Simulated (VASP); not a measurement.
A run of VASP 6.6.1:

File POSCAR:

```
La
1.0
    3.7993477643      0.0000000000      0.0000000000
   -1.8996738822      3.2903316817      0.0000000000
    0.0000000000      0.0000000000      6.1498775812
La
2
Direct
    0.6666666667      0.3333333333      0.7500000000
    0.3333333333      0.6666666667      0.2500000000
```

Contents of INCAR.step1:

```
SYSTEM = La
  ALGO = Normal
  EDIFF = 1E-4
  ENCUT = 520
  GGA = PE
  ISMEAR = -1
  LASPH = .True.
  LCHARG = .False.
  LREAL = .False.
  LWAVE = .True.
  NBANDS = 18
  NELM = 80
  PREC = Accurate
  SIGMA = 0.05
```

The input INCAR.step2:

```
SYSTEM = La
  ALGO = Normal
  EDIFF = 1E-7
  ENCUT = 520
  ISIF = 2
  ISMEAR = -1
  ISTART = 1
  LASPH = .True.
  LCHARG = .False.
  LMIXTAU = .True.
  LREAL = .False.
  LWAVE = .False.
  METAGGA = R2SCAN
  NBANDS = 18
  NELM = 80
  PREC = Accurate
  SIGMA = 0.05
```

The input KPOINTS:

```
k-points
0
Gamma
  8 8 5
  0 0 0
```

Potentials or basis: VASP PAW PBE potentials, release 64 (La).

Run with:

```sh
$ cat potpaw_PBE.64/La/POTCAR > POTCAR
$ cp INCAR.step1 INCAR
$ mpirun -np 1 vasp_std > vasp.out
$ cp INCAR.step2 INCAR
$ mpirun -np 1 vasp_std > vasp.out
```

Hardware: 1 thread of AMD EPYC 7R13 Processor (Zen 3), with other jobs on the host.

How long does it take, and how much memory?

Run time: 4.1 min on 1 thread of AMD EPYC 7R13 Processor (Zen 3), with other jobs on the host, peak memory 0.19 GiB. Counts: k points 30.
